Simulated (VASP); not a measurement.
Here is a VASP 6.6.1 calculation.

The input INCAR:

```
PREC = Accurate
ENCUT = 520
EDIFF = 1E-8
ISMEAR = 0
SIGMA = 0.01
LREAL = False
LASPH = True
NELM = 60
ALGO = Normal
ISIF = 2
LWAVE = False
LCHARG = False
NBANDS = 12
IBRION = 8
NSW = 1
LEPSILON = True
```

File KPOINTS:

```
regular mesh
0
Gamma
  8 8 8
```

Contents of POSCAR:

```
CsH
1.0
    3.4628418060      0.0000000000      0.0000000000
    0.0000000000      3.4628418060      0.0000000000
    0.0000000000      0.0000000000      3.4628418060
Cs H
1 1
Direct
    0.0000000000      0.0000000000      0.0000000000
    0.5000000000      0.5000000000      0.5000000000
```

Potentials or basis: VASP PAW LDA potentials, release 64 (Cs_sv, H).

Command:

```console
$ cat potpaw_LDA.64/Cs_sv/POTCAR potpaw_LDA.64/H/POTCAR > POTCAR
$ mpirun -np 1 vasp_std > vasp.out
```

(1) Estimate the electronic dielectric tensor (diagonal).

(2) Predict the Born charges (mean of the diagonal).

(3) What does it give for the highest phonon frequency at Γ, LO-TO splitting left out?

Answers

(1) 4.71.

(2) Cs +1.18; H -1.18 e.

(3) 558 cm⁻¹.

Caveat: the cell wasn't relaxed at this level first, which shifts response properties.
